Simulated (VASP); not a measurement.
Wanted: the native input for a VASP 6.6.1 run.

- Task: single point
- Functional: PBE
- Potentials or basis: VASP PAW PBE potentials, release 64 (Y_sv, Hf_pv, Ge_d)
- Cutoff: 520 eV
- k mesh: 12 × 12 × 4
- Occupations: gaussian, width 0.1 eV
- Spin: no spin polarisation
- Dipole correction: no
- Further INCAR settings: ALGO = Normal; EDIFF = 1e-07; NBANDS = 46

The structure of YHf2Ge3 lies in POSCAR:

```
YHf2Ge3
1.0
    4.4727515900      0.0000000000      0.0000000000
   -2.2363757950      3.8735165018      0.0000000000
    0.0000000000      0.0000000000     11.1815207264
Y Hf Ge
1 2 3
Direct
    0.0000000000      0.0000000000      0.0000000000
    0.0000000000      0.0000000000      0.7278176669
    0.0000000000      0.0000000000      0.2721823331
    0.3333333333      0.6666666667      0.5000000000
    0.6666666667      0.3333333333      0.5000000000
    0.0000000000      0.0000000000      0.5000000000
```

The input as run:

INCAR

```
PREC     = Accurate       # precision mode
ENCUT    = 520            # plane-wave cutoff, eV
EDIFF    = 1E-7           # SCF threshold, eV
ISMEAR   = 0              # smearing method
SIGMA    = 0.1            # smearing width, eV
LREAL    = F              # projectors in reciprocal space
LASPH    = T              # aspherical terms in the spheres
NELM     = 60             # most SCF steps
ALGO     = Normal         # electronic algorithm
ISIF     = 2              # what is computed and relaxed
LWAVE    = F              # write WAVECAR
LCHARG   = F              # write CHGCAR
GGA      = PE             # functional
NBANDS   = 46             # bands
```

KPOINTS

```
regular mesh
0
Gamma
  12 12 4
```

Potentials or basis: VASP PAW PBE potentials, release 64 (Y_sv, Hf_pv, Ge_d).

Command:

```console
$ cat potpaw_PBE.64/Y_sv/POTCAR potpaw_PBE.64/Hf_pv/POTCAR potpaw_PBE.64/Ge_d/POTCAR > POTCAR
$ mpirun -np 1 vasp_std > vasp.out
```

Results of the run:

| Quantity | Value |
| --- | --- |
| Pressure | -0.1 GPa |
| Largest force | 0.029 eV/Å |

It took 25 min on 1 thread of AMD EPYC 7R13, on a shared host, peak memory 0.63 GiB.
